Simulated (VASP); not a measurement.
Input of a VASP 6.6.1 run:

Contents of POSCAR:

```
KBr3
1.0
    4.9982885439      0.0000000000      0.0000000000
    0.0000000000      4.9982885439      0.0000000000
    0.0000000000      0.0000000000      4.9982885439
K Br
1 3
Direct
    0.0000000000      0.0000000000      0.0000000000
    0.0000000000      0.5000000000      0.5000000000
    0.5000000000      0.0000000000      0.5000000000
    0.5000000000      0.5000000000      0.0000000000
```

Contents of INCAR.step1:

```
SYSTEM = KBr3
  PREC = Accurate
  ENCUT = 520
  ISMEAR = 0
  SIGMA = 0.1
  LREAL = .False.
  LASPH = .True.
  NELM = 80
  NBANDS = 23
  GGA = PE
  ALGO = Normal
  EDIFF = 1E-4
  LWAVE = .True.
  LCHARG = .False.
```

INCAR.step2

```
SYSTEM = KBr3
  PREC = Accurate
  ENCUT = 520
  EDIFF = 1E-6
  ISMEAR = 0
  SIGMA = 0.1
  LREAL = .False.
  LASPH = .True.
  NELM = 80
  ALGO = Normal
  ISIF = 2
  LWAVE = .False.
  LCHARG = .False.
  METAGGA = R2SCAN
  LMIXTAU = .True.
  NBANDS = 23
  ISTART = 1
```

The input KPOINTS:

```
regular mesh
0
Gamma
  4 4 4
  0 0 0
```

Potentials or basis: VASP PAW PBE potentials, release 64 (K_sv, Br).

Run with:

```bash
$ cat potpaw_PBE.64/K_sv/POTCAR potpaw_PBE.64/Br/POTCAR > POTCAR
$ cp INCAR.step1 INCAR
$ mpirun -np 1 vasp_std > vasp.out
$ cp INCAR.step2 INCAR
$ mpirun -np 1 vasp_std > vasp.out
```

Problem. Estimate the pressure.

Solution. -1.0 GPa.

Problem. What does it give for the band gap on the k mesh?

Solution. Zero (bands 15 and 16 overlap by 0.37 eV).

Caveat: the PAW data sets were made with another functional, which shifts forces and pressure a little.
